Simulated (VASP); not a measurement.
# GaN (zincblende type) (F-43m) in VASP: notebook

GaN (zincblende type) is run at these levels: PBEsol; tasks: single point.

Everything below comes from runs of VASP 6.6.1. Logs are shortened: lines on timing, memory, paths and dates and some standing lists are left out, and cuts for length are marked.

### Step 1. The cell of the first run

The structure is cubic, space group F-43m (No. 216). The conventional cell has a = 3.876 Å, b = 3.876 Å, c = 3.876 Å, α = 90.00°, β = 90.00°, γ = 90.00°. Ga (site symmetry -43m) has 4 N at 1.68 Å within 2.2 Å. N (site symmetry -43m) has 4 Ga at 1.68 Å within 2.2 Å.

### Step 2. Single point, PBEsol (volume scaled by 0.64)

INCAR reads:

```
SYSTEM = GaN
  ALGO = Normal
  EDIFF = 1E-6
  ENCUT = 520
  GGA = PS
  ISIF = 2
  ISMEAR = -1
  LASPH = .TRUE.
  LCHARG = .FALSE.
  LREAL = .FALSE.
  LWAVE = .FALSE.
  NBANDS = 16
  NELM = 100
  PREC = Accurate
  SIGMA = 0.08
```

KPOINTS reads:

```
k-points
0
G
  15 15 15
  0 0 0
```

POSCAR reads:

```
GaN
1.0
    0.0000000000      1.9380077263      1.9380077263
    1.9380077263      0.0000000000      1.9380077263
    1.9380077263      1.9380077263      0.0000000000
Ga N
1 1
Direct
    0.0000000000      0.0000000000      0.0000000000
    0.2500000000      0.2500000000      0.2500000000
```

Potentials or basis: VASP PAW PBE potentials, release 64 (Ga_d, N).

Launch:

```sh
$ cat potpaw_PBE.64/Ga_d/POTCAR potpaw_PBE.64/N/POTCAR > POTCAR
$ mpirun -np 1 vasp_std > vasp.out
```

OUTCAR:

```text
SYSTEM = GaN
   EDIFF = 1E-6
   ENCUT = 520
   GGA = PS
   ISIF = 2
   ISMEAR = -1
   LASPH = .TRUE.
   LREAL = .FALSE.
   NELM = 100
   PREC = Accurate

 ion  position               nearest neighbor table
   1  0.000  0.000  0.000-   2 1.68   2 1.68   2 1.68   2 1.68
   2  0.250  0.250  0.250-   1 1.68   1 1.68   1 1.68   1 1.68

  LATTYP: Found a face centered cubic cell.
 ALAT       =     3.8760154526

  Lattice vectors:

 A1 = (   0.0000000000,   1.9380077263,   1.9380077263)
 A2 = (   1.9380077263,   0.0000000000,   1.9380077263)
 A3 = (   1.9380077263,   1.9380077263,   0.0000000000)

Analysis of symmetry for initial positions (statically):
=====================================================================
 Subroutine PRICEL returns:
 Original cell was already a primitive cell.

 Routine SETGRP: Setting up the symmetry group for a
 face centered cubic supercell.

 Subroutine GETGRP returns: Found 24 space group operations
 (whereof 24 operations were pure point group operations)
 out of a pool of 48 trial point group operations.

The static configuration has the point symmetry T_d .

Analysis of symmetry for dynamics (positions and initial velocities):
=====================================================================
 Subroutine PRICEL returns:
 Original cell was already a primitive cell.

 Routine SETGRP: Setting up the symmetry group for a
 face centered cubic supercell.

 Subroutine GETGRP returns: Found 24 space group operations
 (whereof 24 operations were pure point group operations)
 out of a pool of 48 trial point group operations.

The dynamic configuration has the point symmetry T_d .

 Subroutine INISYM returns: Found 24 space group operations
 (whereof 24 operations are pure point group operations),
 and found     1 'primitive' translations

----------------------------------------------------------------------------------------

                                     Primitive cell

  volume of cell :      14.5578

  direct lattice vectors                    reciprocal lattice vectors
     0.000000000  1.938007726  1.938007726    -0.257996907  0.257996907  0.257996907
     1.938007726  0.000000000  1.938007726     0.257996907 -0.257996907  0.257996907
     1.938007726  1.938007726  0.000000000     0.257996907  0.257996907 -0.257996907

  length of vectors
     2.740756811  2.740756811  2.740756811     0.446863752  0.446863752  0.446863752

  position of ions in fractional coordinates (direct lattice)
     0.000000000  0.000000000  0.000000000
     0.250000000  0.250000000  0.250000000

  ion indices of the primitive-cell ions
   primitive index   ion index
                 1           1
                 2           2

----------------------------------------------------------------------------------------

 KPOINTS: k-points

Automatic generation of k-mesh.
 Grid dimensions read from file:
 generate k-points for:   15   15   15

 Generating k-lattice:

  Cartesian coordinates                     Fractional coordinates (reciprocal lattice)
    -0.017199794  0.017199794  0.017199794     0.066666667  0.000000000  0.000000000
     0.017199794 -0.017199794  0.017199794     0.000000000  0.066666667  0.000000000
     0.017199794  0.017199794 -0.017199794     0.000000000  0.000000000  0.066666667

  Length of vectors
     0.029790917  0.029790917  0.029790917

  Shift w.r.t. Gamma in fractional coordinates (k-lattice)
     0.000000000  0.000000000  0.000000000

 Subroutine IBZKPT returns following result:
 ===========================================

 Found    120 irreducible k-points:

 Following reciprocal coordinates:
            Coordinates               Weight
  0.000000  0.000000  0.000000      1.000000
  0.066667  0.000000  0.000000      8.000000
  0.133333  0.000000  0.000000      8.000000
  0.200000  0.000000  0.000000      8.000000
  0.266667  0.000000  0.000000      8.000000
  0.333333  0.000000  0.000000      8.000000
[... 16 lines left out ...]
  0.133333  0.133333  0.000000      6.000000
  0.200000  0.133333  0.000000     24.000000
 [... further k-points ...]
   k-points           NKPTS =    120   k-points in BZ     NKDIM =    120   number of bands    NBANDS=     16
   number of dos      NEDOS =    301   number of ions     NIONS =      2
   total plane-waves  NPLWV =   8000
   dimension x,y,z NGX =    20 NGY =   20 NGZ =   20
   dimension x,y,z NGXF=    40 NGYF=   40 NGZF=   40
   ions per type =               1   1
   NGX,Y,Z   is equivalent  to a cutoff of  12.13, 12.13, 12.13 a.u.
   NGXF,Y,Z  is equivalent  to a cutoff of  24.26, 24.26, 24.26 a.u.
 SYSTEM =  GaN
   PREC   = accura    normal or accurate (medium, high low for compatibility)
   ISTART =      0    job   : 0-new  1-cont  2-samecut
   ICHARG =      2    charge: 1-file 2-atom 10-const
   ISPIN  =      1    spin polarized calculation?
   LNONCOLLINEAR =      F non collinear calculations
   LSORBIT =      F    spin-orbit coupling
   LASPH  =      T    aspherical Exc in radial PAW
   ENCUT  =  520.0 eV  38.22 Ry    6.18 a.u.   5.10  5.10  5.10*2*pi/ulx,y,z
   NELM   =    100;   NELMIN=  2; NELMDL= -5     # of ELM steps
   EDIFF  = 0.1E-05   stopping-criterion for ELM
   LREAL  =      F    real-space projection
   EDIFFG = 0.1E-04   stopping-criterion for IOM
   NSW    =      0    number of steps for IOM
   IBRION =     -1    ionic relax: 0-MD 1-quasi-New 2-CG
   NFREE  =      0    steps in history (QN), initial steepest desc. (CG)
   ISIF   =      2    stress and relaxation
   ISYM   =      2    0-nonsym 1-usesym 2-fastsym
   POTIM  = 0.5000    time-step for ionic-motion
   TEBEG  =    0.0;   TEEND  =   0.0 temperature during run
   PSTRESS=    0.0 pullay stress
   NELECT =      18.0000    total number of electrons
   NUPDOWN=      -1.0000    fix difference up-down
   EMIN   =  10.00;   EMAX   =-10.00  energy-range for DOS
   EFERMI =   0.00;   METHOD = LEGACY
   ISMEAR =    -1;   SIGMA  =   0.08  broadening in eV -4-tet -1-fermi 0-gaus
   EFERMI_NEDOS =   21; number of points for ismear=-14 and -15
   IALGO  =     38    algorithm
   IMIX   =      4    mixing-type and parameters
     AMIX     =   0.40;   BMIX     =  1.00
     AMIX_MAG =   1.60;   BMIX_MAG =  1.00
  volume/ion in A,a.u.               =       7.28        49.12
  Fermi-wavevector in a.u.,A,eV,Ry     =   1.757115  3.320466 42.007346  3.087453
  Thomas-Fermi vector in A             =   2.826532
   LORBIT       =      0    0 simple, 1 ext, 2 COOP (PROOUT), +10 PAW based schemes
   GGA     = PS    functional components
   LHFCALC =     F    Hartree Fock is set to
   AEXX    =    0.0000 exact exchange contribution
   IVDW    =     0    specifies the selected vdW correction
   LEPSILON=     F    determine dielectric tensor
   LRPA    =     F    only Hartree local field effects (RPA)
 non-spin polarized calculation
  energy-cutoff  :      520.00
  volume of cell :       14.56
 maximum number of plane-waves:       403
   NGX = 11   NGY = 11   NGZ = 11

 number of electron      18.0000009 magnetization

 Free energy of the ion-electron system (eV)
  ---------------------------------------------------
  ext. energy  EPLUGINS =         0.00000000
  ---------------------------------------------------
  free energy    TOTEN  =        -9.37189027 eV

  energy without entropy =       -9.37189027  energy(sigma->0) =       -9.37189027

 E-fermi :  13.1823     XC(G=0): -14.5592

 val. band max:       11.6124462165   @ k =   0.0000   0.0000   0.0000
 cond. band min:      14.9189788264   @ k =   0.4667   0.4667   0.0000
 fundamental gap:      3.3065326099
 Fermi energy:        13.1823284076

 k-point     1 :       0.0000    0.0000    0.0000
  band No.  band energies     occupation
      1      -9.4967      2.00000
      2      -3.4570      2.00000
      3      -3.4570      2.00000
      4      -3.4570      2.00000
      5      -2.3031      2.00000
      6      -2.3031      2.00000
[... 8 lines left out ...]
     15      33.8510      0.00000
     16      33.8514      0.00000

 k-point     2 :       0.0667    0.0000    0.0000
  band No.  band energies     occupation
      1      -9.4004      2.00000
      2      -3.4581      2.00000
      3      -3.4370      2.00000
      4      -3.4370      2.00000
      5      -2.3068      2.00000
      6      -2.3068      2.00000
[... 8 lines left out ...]
     15      32.8911      0.00000
     16      32.8911      0.00000

 k-point     3 :       0.1333    0.0000    0.0000
  band No.  band energies     occupation
      1      -9.1210      2.00000
      2      -3.4486      2.00000
      3      -3.3829      2.00000
      4      -3.3829      2.00000
      5      -2.3138      2.00000
      6      -2.3138      2.00000
[... 8 lines left out ...]
     15      31.7769      0.00000
     16      32.0824      0.00000

 k-point     4 :       0.2000    0.0000    0.0000
  band No.  band energies     occupation
      1      -8.6904      2.00000
      2      -3.3888      2.00000
      3      -3.3113      2.00000
      4      -3.3113      2.00000
      5      -2.3130      2.00000
      6      -2.3130      2.00000
[... 8 lines left out ...]
     15      31.3907      0.00000
     16      31.5927      0.00000

 k-point     5 :       0.2667    0.0000    0.0000
  band No.  band energies     occupation
      1      -8.1708      2.00000
      2      -3.2448      2.00000
      3      -3.2448      2.00000
      4      -3.2090      2.00000
      5      -2.2914      2.00000
      6      -2.2914      2.00000
[... 8 lines left out ...]
     15      31.9843      0.00000
     16      31.9843      0.00000

 k-point     6 :       0.3333    0.0000    0.0000
  band No.  band energies     occupation
      1      -7.6612      2.00000
      2      -3.2007      2.00000
      3      -3.2007      2.00000
      4      -2.8144      2.00000
      5      -2.2461      2.00000
      6      -2.2461      2.00000
[... 8 lines left out ...]
     15      33.3786      0.00000
     16      33.3786      0.00000

 k-point     7 :       0.4000    0.0000    0.0000
  band No.  band energies     occupation
      1      -7.2719      2.00000
      2      -3.1804      2.00000
      3      -3.1804      2.00000
      4      -2.1927      2.00000
      5      -2.1927      2.00000
      6      -2.1285      2.00000
[... 8 lines left out ...]
     15      35.2229      0.00000
     16      35.2230      0.00000

 k-point     8 :       0.4667    0.0000    0.0000
  band No.  band energies     occupation
      1      -7.0706      2.00000
      2      -3.1744      2.00000
      3      -3.1744      2.00000
      4      -2.1569      2.00000
      5      -2.1569      2.00000
      6      -1.2613      2.00000
[... 8 lines left out ...]
     15      36.9856      0.00000
     16      36.9856      0.00000

 k-point     9 :       0.0667    0.0667    0.0000
  band No.  band energies     occupation
      1      -9.3683      2.00000
      2      -3.4751      2.00000
      3      -3.4218      2.00000
      4      -3.4218      2.00000
      5      -2.3241      2.00000
      6      -2.2923      2.00000
[... 8 lines left out ...]
     15      34.3192      0.00000
     16      34.3192      0.00000
[... 172 lines left out ...]
 k-point    19 :      -0.2667    0.0667    0.0000
  band No.  band energies     occupation
      1      -7.9318      2.00000
      2      -3.2338      2.00000
      3      -3.2119      2.00000
      4      -3.0854      2.00000
      5      -2.3307      2.00000
      6      -2.2074      2.00000
[... 8 lines left out ...]
     15      31.9867      0.00000
     16      34.0375      0.00000

 k-point    20 :      -0.2000    0.0667    0.0000
  band No.  band energies     occupation
      1      -8.4506      2.00000
      2      -3.3675      2.00000
      3      -3.2780      2.00000
      4      -3.2397      2.00000
      5      -2.3543      2.00000
      6      -2.2585      2.00000
[... 8 lines left out ...]
     15      31.7217      0.00000
     16      33.6161      0.00000

 k-point    21 :      -0.1333    0.0667    0.0000
  band No.  band energies     occupation
      1      -8.9126      2.00000
      2      -3.4487      2.00000
      3      -3.3524      2.00000
      4      -3.3196      2.00000
      5      -2.3486      2.00000
      6      -2.2835      2.00000
[... 8 lines left out ...]
     15      31.4150      0.00000
     16      34.0919      0.00000

 k-point    22 :      -0.0667    0.0667    0.0000
  band No.  band energies     occupation
      1      -9.2430      2.00000
      2      -3.4646      2.00000
      3      -3.4114      2.00000
      4      -3.3906      2.00000
      5      -2.3280      2.00000
      6      -2.2954      2.00000
[... 8 lines left out ...]
     15      31.7385      0.00000
     16      34.4786      0.00000

 k-point    23 :       0.1333    0.1333    0.0000
  band No.  band energies     occupation
      1      -8.9961      2.00000
      2      -3.5195      2.00000
      3      -3.3185      2.00000
      4      -3.3185      2.00000
      5      -2.3775      2.00000
      6      -2.2618      2.00000
[... 8 lines left out ...]
     15      35.6825      0.00000
     16      35.6825      0.00000

 k-point    24 :       0.2000    0.1333    0.0000
  band No.  band energies     occupation
      1      -8.6768      2.00000
      2      -3.5237      2.00000
      3      -3.2412      2.00000
      4      -3.2404      2.00000
      5      -2.3992      2.00000
      6      -2.2428      2.00000
[... 8 lines left out ...]
     15      35.1546      0.00000
     16      35.4259      0.00000

 [... further k-points ...]
[... 5 lines left out ...]
  --------------------------------------------------------------------------------------
  -------------------------------------------------------------------------------------
  Total       19.6733747     19.6733747     19.6733747     -0.0000000      0.0000000      0.0000000
  in kB     2165.1746740   2165.1746740   2165.1746740     -0.0000000      0.0000000      0.0000000
  external PRESSURE =    2165.1746740 kB  Pullay stress =       0.0000000 kB

 VOLUME and BASIS-vectors are now :
 -----------------------------------------------------------------------------
  energy-cutoff  :      520.00
  volume of cell :       14.56
      direct lattice vectors                 reciprocal lattice vectors
     0.000000000  1.938007726  1.938007726    -0.257996907  0.257996907  0.257996907
     1.938007726  0.000000000  1.938007726     0.257996907 -0.257996907  0.257996907
     1.938007726  1.938007726  0.000000000     0.257996907  0.257996907 -0.257996907

 POSITION                                       TOTAL-FORCE (eV/Angst)
 -----------------------------------------------------------------------------------
      0.00000      0.00000      0.00000         0.000000     -0.000000      0.000000
      0.96900      0.96900      0.96900        -0.000000      0.000000     -0.000000
 -----------------------------------------------------------------------------------
    total drift:                                0.000004      0.000004      0.000002

  FREE ENERGIE OF THE ION-ELECTRON SYSTEM (eV)
  ---------------------------------------------------
  free  energy   TOTEN  =        -9.3718902726 eV

  energy  without entropy=       -9.3718902725  energy(sigma->0) =       -9.37189027
```

Wall time 37 s (1 thread of Intel Xeon 6975P-C, shared host); peak memory 0.14 GiB.

Results:

```
Free energy            : -9.3719 eV
Pressure               : 216.5 GPa
Band gap on the k mesh : 3.31 eV, indirect (least direct gap 4.40 eV)
```

Caveat: the cell differs from its parent crystal (volume scaled by 0.64); the PAW data sets were made with another functional, which shifts forces and pressure a little.

### Step 3. Single point, PBEsol

This run uses another cell than the first one, of 11.37 Å³/atom, 1.563 times its volume.

INCAR reads:

```
PREC = Accurate
ENCUT = 520
EDIFF = 1E-7
ISMEAR = -1
SIGMA = 0.08
LREAL = False
LASPH = True
NELM = 80
ALGO = Normal
ISIF = 2
LWAVE = False
LCHARG = False
GGA = PS
NBANDS = 16
```

KPOINTS reads:

```
Automatic mesh
0
Gamma
  15 15 15
```

POSCAR reads:

```
GaN
1.0
    0.0000000000      2.2488587555      2.2488587555
    2.2488587555      0.0000000000      2.2488587555
    2.2488587555      2.2488587555      0.0000000000
Ga N
1 1
Direct
    0.0000000000      0.0000000000      0.0000000000
    0.2500000000      0.2500000000      0.2500000000
```

Potentials or basis: VASP PAW PBE potentials, release 64 (Ga_d, N).

Launch:

```sh
$ cat potpaw_PBE.64/Ga_d/POTCAR potpaw_PBE.64/N/POTCAR > POTCAR
$ mpirun -np 1 vasp_std > vasp.out
```

Wall time 50 s (1 thread of Intel Xeon 6975P-C, shared host); peak memory 0.17 GiB.

The run converged. Its results:

| Property | Result |
| --- | --- |
| Free energy | -13.1226 eV |
| Pressure | -0.2 GPa |
| Band gap on the k mesh | 1.72 eV, direct |

Levels at points of the mesh, in eV from the valence-band top:
| k point | band 6 | band 7 | band 8 | band 9 | band 10 | band 11 | band 12 | band 13 |
| --- | --- | --- | --- | --- | --- | --- | --- | --- |
| (0.00, 0.00, 0.00) | -13.08 | 0.00 | 0.00 | 0.00 | 1.72 | 10.24 | 10.24 | 10.24 |

Caveat: the PAW data sets were made with another functional, which shifts forces and pressure a little. A k mesh can miss the band edges.
